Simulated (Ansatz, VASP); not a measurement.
## CaO in VASP and in Ansatz

```
O Ca
1.0
     3.32912    0.00000    0.00000
    -1.66456    2.88310    0.00000
     0.00000    0.00000   19.65541
O Ca
2 2
Direct
  0.33333 0.66667 0.20351
  0.00000 0.00000 0.36407
  0.66667 0.33333 0.27265
  0.33333 0.66667 0.41492
```

Alike in both runs: task single point; functional LDA; k mesh 9 × 9 × 1; occupations gaussian, width 0.05 eV; no spin polarisation.

|  | VASP | Ansatz |
| --- | --- | --- |
| version | VASP 6.6.1 | Ansatz 0.2.0 |
| potentials or method | VASP PAW LDA potentials, release 64 (O, Ca_sv), cutoff 520 eV | scalar-relativistic, plane waves, PAW |
| valence electrons in the cell | 32 | 32 |

|  | VASP | Ansatz | Ansatz less VASP |
| --- | --- | --- | --- |
| gap on the k mesh at the Fermi level (eV) | none | none | - |
| rms of the force components (eV/Å) | 1.387 | 1.402 | +0.0155 |

LDA's correlation is that of Perdew and Zunger in VASP and of Perdew and Wang (1992) in Ansatz. A gap of «none» marks a metal or a gap that the smearing closes.
